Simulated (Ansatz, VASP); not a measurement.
Two plane-wave programs on NaCaCr3

INCAR

```
SYSTEM = NaCaCr3
PREC     = Accurate       ! precision mode
ENCUT    = 970            ! plane-wave cutoff, eV
EDIFF    = 1E-6           ! SCF threshold, eV
ISMEAR   = 0              ! smearing method
SIGMA    = 0.1            ! smearing width, eV
LREAL    = .False.        ! projectors in reciprocal space
LASPH    = .True.         ! aspherical terms in the spheres
NELM     = 200            ! most SCF steps
ALGO     = Normal         ! electronic algorithm
ISIF     = 2              ! what is computed and relaxed
LWAVE    = .False.        ! write WAVECAR
LCHARG   = .False.        ! write CHGCAR
ISPIN    = 2              ! spin polarisation
MAGMOM   = 0 0 3 3 3      ! initial moments
LORBIT   = 11             ! projections on sites
LMAXMIX  = 4              ! l up to which the mixer works
GGA      = PE             ! functional
NBANDS   = 42             ! bands
GGA_COMPAT= .False.
```

KPOINTS

```
Automatic mesh
0
Gamma
  4 4 4
  0 0 0
```

The input POSCAR:

```
NaCaCr3
1.0
    4.3038055432      0.0000000000      0.0000000000
    0.0000000000      4.3038055432      0.0000000000
    0.0000000000      0.0000000000      4.3038055432
Na Ca Cr
1 1 3
Direct
    0.0000000000      0.0000000000      0.0000000000
    0.5000000000      0.5000000000      0.5000000000
    0.0000000000      0.5000000000      0.5000000000
    0.5000000000      0.0000000000      0.5000000000
    0.5000000000      0.5000000000      0.0000000000
```

Input for Ansatz:

```yaml
crystal:
  lattice:
    - [4.3038055432, 0.0, 0.0]
    - [0.0, 4.3038055432, 0.0]
    - [0.0, 0.0, 4.3038055432]
  atoms:
    - { symbol: Na, position: [0.0, 0.0, 0.0] }
    - { symbol: Ca, position: [0.5, 0.5, 0.5] }
    - { symbol: Cr, position: [0.0, 0.5, 0.5], spin: 3.0 }
    - { symbol: Cr, position: [0.5, 0.0, 0.5], spin: 3.0 }
    - { symbol: Cr, position: [0.5, 0.5, 0.0], spin: 3.0 }
basis:
  ecutwfc: 420
kpoints:
  mp_grid: { grid: [4, 4, 4] }
hamiltonian:
  xc: pbe
scf:
  occupations: { method: gaussian, width: 0.1 }
  lower_state_search: "off"
output:
  forces: true
  stress: true
  eigenvalues: true
  populations: true
magnetization:
  spin_polarized: true
```

Alike in both runs: task single point; functional PBE; k mesh 4 × 4 × 4; occupations gaussian, width 0.1 eV; collinear spin.

|  | VASP | Ansatz |
| --- | --- | --- |
| version | VASP 6.6.1 | Ansatz 0.2.0 |
| potentials or method | VASP PAW PBE potentials, release 64 (Na_sv, Ca_sv, Cr_sv), cutoff 970 eV | scalar-relativistic, plane waves, PAW |
| valence electrons in the cell | 61 | 61 |

```csv
,VASP,Ansatz,Ansatz less VASP
gap on the k mesh at the Fermi level (eV),none,none,-
pressure (GPa),24.3,23.6,-0.67
net moment per atom (μB),1.81,1.81,-0.001
size of the moment on the site where the two differ most (μB),2.57,2.44,-0.131
```

Site moments also hang on the region over which each program counts them. A gap of «none» marks a metal or a gap that the smearing closes.

The k mesh is coarse, so the values compare programs but aren't converged.
